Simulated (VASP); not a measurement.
# P (Pm-3m) in VASP: notebook, part 3 of 3

VASP 6.6.1.

## (5) Single point, PBE (volume scaled by 0.55)

Contents of INCAR:

```
SYSTEM = P
PREC     = Accurate       ! precision mode
ENCUT    = 520            ! plane-wave cutoff, eV
EDIFF    = 1E-6           ! SCF threshold, eV
ISMEAR   = -1             ! smearing method
SIGMA    = 0.1            ! smearing width, eV
LREAL    = .FALSE.        ! projectors in reciprocal space
LASPH    = .TRUE.         ! aspherical terms in the spheres
NELM     = 100            ! most SCF steps
ALGO     = Normal         ! electronic algorithm
ISIF     = 2              ! what is computed and relaxed
LWAVE    = .FALSE.        ! write WAVECAR
LCHARG   = .TRUE.         ! write CHGCAR
GGA      = PE             ! functional
LELF     = .TRUE.         ! ELF
LVHAR    = .TRUE.       
NBANDS   = 8              ! bands
```

Contents of KPOINTS:

```
Automatic mesh
0
G
  17 17 17
  0 0 0
```

Contents of POSCAR:

```
P
1.0
    2.0019397231      0.0000000000      0.0000000000
    0.0000000000      2.0019397231      0.0000000000
    0.0000000000      0.0000000000      2.0019397231
P
1
Direct
    0.0000000000      0.0000000000      0.0000000000
```

Potentials or basis: VASP PAW PBE potentials, release 64 (P).

The run is started by

```sh
cat potpaw_PBE.64/P/POTCAR > POTCAR
mpirun -np 1 vasp_std > vasp.out
```

OUTCAR:

```text
SYSTEM = P
   PREC = Accurate
   ENCUT = 520
   EDIFF = 1E-6
   ISMEAR = -1
   LREAL = .FALSE.
   LASPH = .TRUE.
   NELM = 100
   ISIF = 2
   GGA = PE

 ion  position               nearest neighbor table
   1  0.000  0.000  0.000-

  LATTYP: Found a simple cubic cell.
 ALAT       =     2.0019397231

  Lattice vectors:

 A1 = (   2.0019397231,   0.0000000000,   0.0000000000)
 A2 = (   0.0000000000,   2.0019397231,   0.0000000000)
 A3 = (   0.0000000000,   0.0000000000,   2.0019397231)

Analysis of symmetry for initial positions (statically):
=====================================================================
 Subroutine PRICEL returns:
 Original cell was already a primitive cell.

 Routine SETGRP: Setting up the symmetry group for a
 simple cubic supercell.

 Subroutine GETGRP returns: Found 48 space group operations
 (whereof 48 operations were pure point group operations)
 out of a pool of 48 trial point group operations.

The static configuration has the point symmetry O_h .

[... 159 lines left out ...]

 val. band max:       19.5455979818   @ k =   0.4706   0.4118   0.1765
 cond. band min:      19.7324740831   @ k =   0.3529   0.2353   0.2353
 fundamental gap:      0.1868761013
 Fermi energy:        19.7211450145

 k-point     1 :       0.0000    0.0000    0.0000
  band No.  band energies     occupation
      1      -3.7936      2.00000
      2      25.9304      0.00000
      3      25.9304      0.00000
      4      29.4815      0.00000
      5      29.4815      0.00000
      6      29.4815      0.00000
      7      43.5000      0.00000
      8      54.8733      0.00000
[... 243 lines left out ...]
 k-point    24 :       0.4706    0.1176    0.0000
  band No.  band energies     occupation
      1       4.2257      2.00000
      2       6.4247      2.00000
      3      27.1677      0.00000
      4      32.4480      0.00000
      5      35.9243      0.00000
      6      38.0024      0.00000
      7      38.3850      0.00000
      8      43.9527      0.00000

 [... further k-points ...]

------------------------ aborting loop because EDIFF is reached ----------------------------------------

  FORCE on cell =-STRESS in cart. coord.  units (eV):
  Direction    XX          YY          ZZ          XY          YZ          ZX
  --------------------------------------------------------------------------------------
  -------------------------------------------------------------------------------------
  Total       12.0755265     12.0755265     12.0755265     -0.0000000      0.0000000      0.0000000
  in kB     2411.3689671   2411.3689671   2411.3689671     -0.0000000      0.0000000      0.0000000
  external PRESSURE =    2411.3689671 kB  Pullay stress =       0.0000000 kB

 VOLUME and BASIS-vectors are now :
 -----------------------------------------------------------------------------
  energy-cutoff  :      520.00
  volume of cell :        8.02
      direct lattice vectors                 reciprocal lattice vectors
     2.001939723  0.000000000  0.000000000     0.499515539  0.000000000  0.000000000
     0.000000000  2.001939723  0.000000000     0.000000000  0.499515539  0.000000000
     0.000000000  0.000000000  2.001939723     0.000000000  0.000000000  0.499515539

 POSITION                                       TOTAL-FORCE (eV/Angst)
 -----------------------------------------------------------------------------------
      0.00000      0.00000      0.00000         0.000000      0.000000      0.000000
 -----------------------------------------------------------------------------------
    total drift:                                0.000000     -0.000000     -0.000000

  FREE ENERGIE OF THE ION-ELECTRON SYSTEM (eV)
  ---------------------------------------------------
  free  energy   TOTEN  =        -2.3258896576 eV

  energy  without entropy=       -2.3204289143  energy(sigma->0) =       -2.32315929
```

OSZICAR:

```text
N       E                     dE             d eps       ncg     rms          rms(c)
DAV:   1     0.190805641236E+01    0.19081E+01   -0.26100E+03  3200   0.484E+02
DAV:   2    -0.238264072881E+01   -0.42907E+01   -0.40652E+01  3792   0.484E+01
DAV:   3    -0.240226882208E+01   -0.19628E-01   -0.19624E-01  3000   0.349E+00
DAV:   4    -0.240228050132E+01   -0.11679E-04   -0.11681E-04  3984   0.841E-02
DAV:   5    -0.240228051066E+01   -0.93352E-08   -0.69620E-08  3040   0.121E-03    0.132E+01
DAV:   6    -0.235071044918E+01    0.51570E-01   -0.13167E-02  3080   0.638E-01    0.804E+00
DAV:   7    -0.232611168486E+01    0.24599E-01   -0.20787E-02  3136   0.847E-01    0.166E-01
DAV:   8    -0.232589659428E+01    0.21509E-03   -0.31655E-04  3008   0.125E-01    0.620E-02
DAV:   9    -0.232588921340E+01    0.73809E-05   -0.24261E-05  3752   0.318E-02    0.311E-02
DAV:  10    -0.232588965761E+01   -0.44421E-06   -0.88573E-07  2280   0.657E-03
   1 F= -.23258897E+01 E0= -.23231593E+01  d E =-.546074E-02
```

It took 4.3 s on 1 thread of Intel Xeon 6975P-C, shared host; peak memory 0.11 GiB.

Results:

```yaml
Free_energy: -2.3259 eV
Pressure: 241.1 GPa
```

Levels at points of the mesh, in eV from the Fermi level:
| k point | band 1 | band 2 | band 3 | band 4 | band 5 |
| --- | --- | --- | --- | --- | --- |
| (0.00, 0.00, 0.00) | -23.51 | 6.21 | 6.21 | 9.76 | 9.76 |

## (6) Single point, PBE (volume scaled by 0.65)

Contents of INCAR:

```
ALGO     = Normal         # electronic algorithm
EDIFF    = 1E-6           # SCF threshold, eV
ENCUT    = 520            # plane-wave cutoff, eV
GGA      = PE             # functional
ISIF     = 2              # what is computed and relaxed
ISMEAR   = -1             # smearing method
LASPH    = True           # aspherical terms in the spheres
LCHARG   = False          # write CHGCAR
LREAL    = False          # projectors in reciprocal space
LWAVE    = False          # write WAVECAR
NBANDS   = 8              # bands
NELM     = 80             # most SCF steps
PREC     = Accurate       # precision mode
SIGMA    = 0.1            # smearing width, eV
```

Contents of KPOINTS:

```
k-points
0
Gamma
  17 17 17
```

Contents of POSCAR:

```
P
1.0
    2.1165793406      0.0000000000      0.0000000000
    0.0000000000      2.1165793406      0.0000000000
    0.0000000000      0.0000000000      2.1165793406
P
1
Direct
    0.0000000000      0.0000000000      0.0000000000
```

Potentials or basis: VASP PAW PBE potentials, release 64 (P).

The run is started by

```sh
cat potpaw_PBE.64/P/POTCAR > POTCAR
mpirun -np 1 vasp_std > vasp.out
```

Wall time 4.1 s (1 thread of Intel Xeon 6975P-C, shared host); peak memory 0.11 GiB.

It converged, with:

```yaml
Free_energy: -3.9214 eV
Pressure: 123.1 GPa
```

Levels at points of the mesh, in eV from the Fermi level:
```
           k point  band 1  band 2  band 3  band 4  band 5  band 6  band 7
(0.00, 0.00, 0.00)  -21.33    6.36    6.36    8.14    8.14    8.14   20.62
```

## (7) Summary

```csv
cell,gap on the mesh (eV),pressure (GPa)
"a = 1.872 Å, 1 atom",none,486.6
"a = 2.002 Å, 1 atom",none,241.1
"a = 2.117 Å, 1 atom",none,123.1
```

Alike in all rows: task single point; level PBE; potentials or basis VASP PAW PBE potentials, release 64 (P); no spin polarisation; k mesh 17 × 17 × 17; cutoff (eV) 520; smearing fermi-dirac 0.1 eV.

Total energies depend on the potentials used, so only differences within one code and one set of settings carry meaning.
